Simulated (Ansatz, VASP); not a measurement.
**One calculation of Cd4InO, two programs**

INCAR

```
SYSTEM = Cd4InO
  PREC = Accurate
  ENCUT = 520
  EDIFF = 1E-6
  ISMEAR = 0
  SIGMA = 0.1
  LREAL = .False.
  LASPH = .True.
  NELM = 150
  ALGO = Normal
  ISIF = 2
  LWAVE = .False.
  LCHARG = .False.
  ISPIN = 2
  MAGMOM = 0 0 0 0 0 1
  LORBIT = 11
  GGA = PE
  NBANDS = 46
```

KPOINTS

```
Automatic mesh
0
Gamma
  6 6 2
  0 0 0
```

Contents of POSCAR:

```
Cd4InO
1.0
    3.9805395000      0.0000000000      0.0000000000
   -1.9902697500      3.4472483200      0.0000000000
    0.0000000000      0.0000000000      8.0916966800
Cd In O
4 1 1
Direct
    0.3333333300      0.6666666700      0.7595900300
    0.3333333300      0.6666666700      0.2404099700
    0.6666666700      0.3333333300      0.7595900300
    0.6666666700      0.3333333300      0.2404099700
    0.0000000000      0.0000000000      0.5000000000
    0.0000000000      0.0000000000      0.0000000000
```

Input for Ansatz:

```yaml
crystal:
  lattice:
    - [3.9805395, 0.0, 0.0]
    - [-1.99026975, 3.44724832, 0.0]
    - [0.0, 0.0, 8.09169668]
  atoms:
    - { symbol: Cd, position: [0.33333333, 0.66666667, 0.75959003] }
    - { symbol: Cd, position: [0.33333333, 0.66666667, 0.24040997] }
    - { symbol: Cd, position: [0.66666667, 0.33333333, 0.75959003] }
    - { symbol: Cd, position: [0.66666667, 0.33333333, 0.24040997] }
    - { symbol: In, position: [0.0, 0.0, 0.5] }
    - { symbol: O, position: [0.0, 0.0, 0.0], spin: 1.0 }
basis:
  ecutwfc: 420
kpoints:
  mp_grid: { grid: [6, 6, 2] }
hamiltonian:
  xc: pbe
scf:
  occupations: { method: gaussian, width: 0.1 }
  lower_state_search: "off"
output:
  forces: true
  stress: true
  eigenvalues: true
  populations: true
magnetization:
  spin_polarized: true
```

Change from the starting cell: species swapped into the TiCrB4 type (P6/mmm, No. 191).

Alike in both runs: task single point; functional PBE; k mesh 6 × 6 × 2; occupations gaussian, width 0.1 eV; collinear spin.

|  | VASP | Ansatz |
| --- | --- | --- |
| version | VASP 6.6.1 | Ansatz 0.2.0 |
| potentials or method | VASP PAW PBE potentials, release 64 (Cd, In_d, O), cutoff 520 eV | scalar-relativistic, plane waves, PAW |
| valence electrons in the cell | 67 | 99 |

```tsv
	VASP	Ansatz	Ansatz less VASP
gap on the k mesh at the Fermi level (eV)	none	none	-
rms of the force components (eV/Å)	0.477	0.475	-0.0011
net moment per atom (μB)	0.00	0.00	0.000
```

Atom by atom the forces differ by 0.001 eV/Å (rms over components). A gap of «none» marks a metal or a gap that the smearing closes. VASP's potentials hold 67 valence electrons a cell and Ansatz's 99, so a difference there can come from the potentials and not from the codes. Ansatz's warnings: seeded moment not kept.

The k mesh is coarse, so the values compare programs but aren't converged.
